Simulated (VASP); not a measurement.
Here is a VASP 6.6.1 calculation.

INCAR

```
SYSTEM = Rb
ALGO = Fast ; EDIFF = 1E-6
ENCUT = 520 ; GGA = PE
ISIF = 2 ; ISMEAR = 0
LASPH = .TRUE. ; LCHARG = .FALSE.
LREAL = .FALSE. ; LWAVE = .FALSE.
NBANDS = 10 ; NELM = 60
PREC = Accurate ; SIGMA = 0.1
```

File KPOINTS:

```
k-points
0
G
  10 10 10
  0 0 0
```

File POSCAR:

```
Rb
1.0
   -2.9293008314      2.9293008314      2.9293008314
    2.9293008314     -2.9293008314      2.9293008314
    2.9293008314      2.9293008314     -2.9293008314
Rb
1
Direct
    0.0000000000      0.0000000000      0.0000000000
```

Potentials or basis: VASP PAW PBE potentials, release 64 (Rb_sv).

Launch:

```bash
$ cat potpaw_PBE.64/Rb_sv/POTCAR > POTCAR
$ mpirun -np 1 vasp_std > vasp.out
```

(1) Predict the band gap on the k mesh.

(2) Estimate the pressure.

Results:

(1) zero (an odd number of electrons rules out a gap without spin polarisation).

(2) -0.2 GPa.
